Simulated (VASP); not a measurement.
Input of a VASP 6.6.1 run:

File INCAR:

```
SYSTEM = InSe
PREC = Accurate
ENCUT = 520
EDIFF = 1E-6
ISMEAR = 0
SIGMA = 0.05
LREAL = Auto
LASPH = .True.
NELM = 60
ALGO = Normal
ISIF = 2
LWAVE = .False.
LCHARG = .False.
LDIPOL = .True.
IDIPOL = 3
DIPOL = 0.5 0.5 0.500
GGA = PS
NBANDS = 90
```

KPOINTS

```
regular mesh
0
Gamma
  9 9 1
  0 0 0
```

Contents of POSCAR:

```
InSe
1.0
    4.0058502013      0.0000000000      0.0000000000
   -2.0029251007      3.4691680381      0.0000000000
    0.0000000000      0.0000000000     45.8375628950
Se In
8 8
Direct
    0.6666666667      0.3333333333      0.1636212644
    0.6666666667      0.3333333333      0.2799955745
    0.3333333333      0.6666666667      0.3490823181
    0.3333333333      0.6666666667      0.4654566282
    0.6666666667      0.3333333333      0.5345433718
    0.6666666667      0.3333333333      0.6509176819
    0.3333333333      0.6666666667      0.7200044255
    0.3333333333      0.6666666667      0.8363787356
    0.3333333333      0.6666666667      0.1915208572
    0.3333333333      0.6666666667      0.2520959818
    0.6666666667      0.3333333333      0.3769819108
    0.6666666667      0.3333333333      0.4375570355
    0.3333333333      0.6666666667      0.5624429645
    0.3333333333      0.6666666667      0.6230180892
    0.6666666667      0.3333333333      0.7479040182
    0.6666666667      0.3333333333      0.8084791428
```

Potentials or basis: VASP PAW PBE potentials, release 64 (Se, In_d).

The run is started by

```bash
$ cat potpaw_PBE.64/Se/POTCAR potpaw_PBE.64/In_d/POTCAR > POTCAR
$ mpirun -np 1 vasp_std > vasp.out
```

Predict the band gap on the k mesh.

0.76 eV (least direct gap 0.78 eV).

What does it give for the largest force?

0.057 eV/Å.

Forces on the atoms (eV/Å):
```
Se   0.000  0.000 -0.003
Se   0.000  0.000  0.022
Se   0.000  0.000 -0.013
Se   0.000  0.000  0.019
Se   0.000  0.000 -0.019
Se   0.000  0.000  0.013
Se   0.000  0.000 -0.022
Se   0.000  0.000  0.003
In   0.000  0.000 -0.004
In   0.000  0.000 -0.008
In   0.000  0.000  0.045
In   0.000  0.000 -0.057
In   0.000  0.000  0.057
In   0.000  0.000 -0.045
In   0.000  0.000  0.008
In   0.000  0.000  0.004
```

Caveat: the PAW data sets were made with another functional, which shifts forces and pressure a little; spin-orbit coupling is left out, which moves the levels of the heavy elements.
